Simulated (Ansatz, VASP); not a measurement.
## Two plane-wave programs on Fe

```xyz
2
Lattice="0.0000 2.4850 2.4850 2.4850 0.0000 2.4850 2.4850 2.4850 0.0000" Properties=species:S:1:pos:R:3 pbc="T T T"
Fe    0.6212    0.6212    0.6212
Fe    4.3487    4.3487    4.3487
```

Alike in both runs: task single point; functional revPBE; k mesh 13 × 13 × 13; occupations fermi-dirac, width 0.1 eV; no spin polarisation.

|  | VASP | Ansatz |
| --- | --- | --- |
| version | VASP 6.6.1 | Ansatz 0.2.0 |
| potentials or method | VASP PAW PBE potentials, release 64 (Fe), cutoff 520 eV | plane waves (420 eV) with PAW, scalar-relativistic |
| valence electrons in the cell | 16 | 32 |

Ansatz gave:

| Quantity | Value |
| --- | --- |
| pressure (GPa) | -5.2 |

Which values does VASP return?

Pressure (GPa): -6.2.

VASP's potentials were made for PBE, not for revPBE. VASP's potentials hold 16 valence electrons a cell and Ansatz's 32, so a difference there can come from the potentials and not from the codes.
